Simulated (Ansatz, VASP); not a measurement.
**TePb: VASP beside Ansatz**

File POSCAR:

```
TePb
1.0
    3.9754252041      0.0000000000      0.0000000000
    0.0000000000      3.9754252041      0.0000000000
    0.0000000000      0.0000000000      3.9754252041
Pb Te
1 1
Direct
    0.0000000000      0.0000000000      0.0000000000
    0.5000000000      0.5000000000      0.5000000000
```

The input INCAR.step1:

```
SYSTEM = TePb
PREC     = Accurate       ! precision mode
ENCUT    = 520            ! plane-wave cutoff, eV
ISMEAR   = -1             ! smearing method
SIGMA    = 0.05           ! smearing width, eV
LREAL    = .False.        ! projectors in reciprocal space
LASPH    = .True.         ! aspherical terms in the spheres
NELM     = 60             ! most SCF steps
NBANDS   = 17             ! bands
GGA      = PE             ! functional
ALGO     = Normal         ! electronic algorithm
EDIFF    = 1E-4           ! SCF threshold, eV
LWAVE    = .True.         ! write WAVECAR
LCHARG   = .False.        ! write CHGCAR
```

Contents of INCAR.step2:

```
SYSTEM = TePb
PREC     = Accurate       ! precision mode
ENCUT    = 520            ! plane-wave cutoff, eV
EDIFF    = 1E-6           ! SCF threshold, eV
ISMEAR   = -1             ! smearing method
SIGMA    = 0.05           ! smearing width, eV
LREAL    = .False.        ! projectors in reciprocal space
LASPH    = .True.         ! aspherical terms in the spheres
NELM     = 60             ! most SCF steps
ALGO     = Normal         ! electronic algorithm
ISIF     = 2              ! what is computed and relaxed
LWAVE    = .False.        ! write WAVECAR
LCHARG   = .False.        ! write CHGCAR
METAGGA  = R2SCAN         ! meta-GGA
LMIXTAU  = .True.       
NBANDS   = 17             ! bands
ISTART   = 1
```

Contents of KPOINTS:

```
Automatic mesh
0
Gamma
  7 7 7
  0 0 0
```

File input.yaml:

```yaml
crystal:
  lattice:
    - [3.9754252041, 0.0, 0.0]
    - [0.0, 3.9754252041, 0.0]
    - [0.0, 0.0, 3.9754252041]
  atoms:
    - { symbol: Pb, position: [0.0, 0.0, 0.0] }
    - { symbol: Te, position: [0.5, 0.5, 0.5] }
hamiltonian:
  xc: r2scan
  pseudopotentials: { kind: paw }
kpoints:
  mp_grid: { grid: [7, 7, 7] }
scf:
  occupations: { method: fermi_dirac, width: 0.05 }
output:
  forces: true
  stress: true
  eigenvalues: true
```

Alike in both runs: task single point; functional r2SCAN; k mesh 7 × 7 × 7; occupations fermi-dirac, width 0.05 eV; no spin polarisation.

|  | VASP | Ansatz |
| --- | --- | --- |
| version | VASP 6.6.1 | Ansatz 0.2.0 |
| potentials or method | VASP PAW PBE potentials, release 64 (Pb_d, Te) | Ansatz PAW |
| plane-wave cutoff (eV) | 520 | 500 |
| valence electrons in the cell | 20 | 30 |

|  | VASP | Ansatz | Ansatz less VASP |
| --- | --- | --- | --- |
| gap on the k mesh at the Fermi level (eV) | none | none | - |
| pressure (GPa) | 0.7 | 0.7 | 0.00 |

VASP's potentials were made for PBE, not for r2SCAN. A gap of «none» marks a metal or a gap that the smearing closes. With one functional, cell and mesh, what is left measures potentials, basis and numerics. VASP's potentials hold 20 valence electrons a cell and Ansatz's 30, so a difference there can come from the potentials and not from the codes.

Spin-orbit coupling is off throughout.
